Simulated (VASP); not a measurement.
Wanted: the native input for a VASP 6.6.1 run.

```
Task                   : single point
Functional             : PBE
Potentials or basis    : VASP PAW PBE potentials, release 64 (C, N, H)
Cutoff                 : 520 eV
k mesh                 : 1 × 1 × 1
Occupations            : fermi-dirac, width 0.02 eV
Spin                   : no spin polarisation
Dipole correction      : no
Further INCAR settings : LREAL = Auto; ALGO = Normal; EDIFF = 1e-07; NBANDS = 72
```

The structure of H3C2N lies in POSCAR:

```
H3C2N
1.0
    8.3116590000      0.0000000000      0.0000000000
    0.0000000000      8.3116590000      0.0000000000
    0.0000000000      0.0000000000      8.3116590000
C N H
12 6 18
Direct
    1.0076929287      0.6038024418      0.4684383707
    0.9409673809      0.5911455222      0.3097817175
    0.4049131467      0.9019498995      0.6119476268
    0.2319633180      0.9287074939      0.5933953739
    0.1201926114      0.3629239361      0.8332512198
    0.2713898633      0.3384282247      0.7422465238
    0.8382321748      0.8072876907      0.8226035260
    0.7594151781      0.9384047156      0.9169408899
    0.5278368614      0.6459360279      0.0026950095
    0.4026993889      0.7164875267      0.0989694115
    0.6719236196      0.2341409820      0.3883099631
    0.5111735214      0.2265492364      0.3119714127
    0.8748554290      0.5674920013      0.1890958231
    0.0962503394      0.9562471223      0.5659519959
    0.4013518841      0.3541170301      0.6908007174
    0.7015085677      1.0495016699      0.9841236268
    0.3167358045      0.7421262109      0.2088872992
    0.3719113116      0.2190417100      0.2929740019
    1.0543262181      0.4904315733      0.4986128521
    1.0990345008      0.6923527541      0.4791943462
    0.9235701320      0.6228600091      0.5655188693
    0.4463489178      0.9902836485      0.5293287417
    0.4322362118      0.9263493606      0.7448813769
    0.4204816391      0.7708689685      0.5788736039
    0.1076319421      0.4983722263      0.8290282361
    0.0264568121      0.2985926155      0.7726255372
    0.1369522017      0.3140889202      0.9569930624
    0.7408869878      0.7393469824      0.7766439889
    0.9125254056      0.8530186332      0.7247770872
    0.9163513566      0.7325372708      0.8823388929
    0.6329302008      0.7091604696      0.0356487195
    0.5359700151      0.5264171689      0.0374052882
    0.4960261243      0.6763992604     -0.1226951202
    0.7190622233      0.3555968790      0.3366836873
    0.6481858796      0.2402528785      0.5259599798
    0.7277488165      0.1224424631      0.3452980927
```

The input as run:

INCAR

```
PREC = Accurate ; ENCUT = 520
EDIFF = 1E-7 ; ISMEAR = -1
SIGMA = 0.02 ; LREAL = Auto
LASPH = T ; NELM = 60
ALGO = Normal ; ISIF = 2
LWAVE = F ; LCHARG = T
GGA = PE ; LELF = T
LVHAR = T ; NBANDS = 72
```

KPOINTS

```
regular mesh
0
Gamma
  1 1 1
```

Potentials or basis: VASP PAW PBE potentials, release 64 (C, N, H).

Launch:

```bash
$ cat potpaw_PBE.64/C/POTCAR potpaw_PBE.64/N/POTCAR potpaw_PBE.64/H/POTCAR > POTCAR
$ mpirun -np 1 vasp_gam > vasp.out
```

It gave:

| Item | Value |
| --- | --- |
| Pressure | 0.4 GPa |
| Largest force | 3.104 eV/Å |
| Band gap on the k mesh | 5.67 eV |

Caveat: the k points lie up to 0.76 Å⁻¹ apart.

Run time: 93 s on 1 thread of Intel(R) Xeon(R) Platinum 8259CL CPU @ 2.50GHz (Skylake/Cascade Lake) (shared host), peak memory 0.54 GiB.
